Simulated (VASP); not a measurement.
Write the native input for VASP 6.6.1 that does the following.

| Property | Result |
| --- | --- |
| Task | single point |
| Functional | PBE |
| Potentials or basis | VASP PAW PBE potentials, release 64 (Cu, O) |
| Cutoff | 520 eV |
| k mesh | 14 × 14 × 14 |
| Occupations | gaussian, width 0.15 eV |
| Spin | no spin polarisation |
| Dipole correction | no |
| Further INCAR settings | ALGO = Normal; EDIFF = 1e-06; NBANDS = 30 |

The structure of Cu3O2 lies in POSCAR:

```
Cu3O2
1.0
   -2.0333354225      2.0333354225      3.6707248177
    2.0333354225     -2.0333354225      3.6707248177
    2.0333354225      2.0333354225     -3.6707248177
Cu O
3 2
Direct
    0.2500000000      0.7500000000      0.5000000000
    0.7500000000      0.2500000000      0.5000000000
    0.0000000000      0.0000000000      0.0000000000
    0.0000000000      0.5000000000      0.5000000000
    0.5000000000      0.0000000000      0.5000000000
```

The input as run:

INCAR

```
  PREC = Accurate
  ENCUT = 520
  EDIFF = 1E-6
  ISMEAR = 0
  SIGMA = 0.15
  LREAL = False
  LASPH = True
  NELM = 60
  ALGO = Normal
  ISIF = 2
  LWAVE = False
  LCHARG = False
  GGA = PE
  NBANDS = 30
```

KPOINTS

```
Automatic mesh
0
Gamma
  14 14 14
```

Potentials or basis: VASP PAW PBE potentials, release 64 (Cu, O).

Command:

```sh
$ cat potpaw_PBE.64/Cu/POTCAR potpaw_PBE.64/O/POTCAR > POTCAR
$ mpirun -np 1 vasp_std > vasp.out
```

Results of the run:

| Quantity | Value |
| --- | --- |
| Pressure | 0.8 GPa |

Caveat: an odd number of electrons without spin polarisation forces a metal; a magnetic or distorted state may lie lower.

Run time: 29 min on 1 thread of AMD EPYC 7R13, on a shared host, peak memory 0.44 GiB.
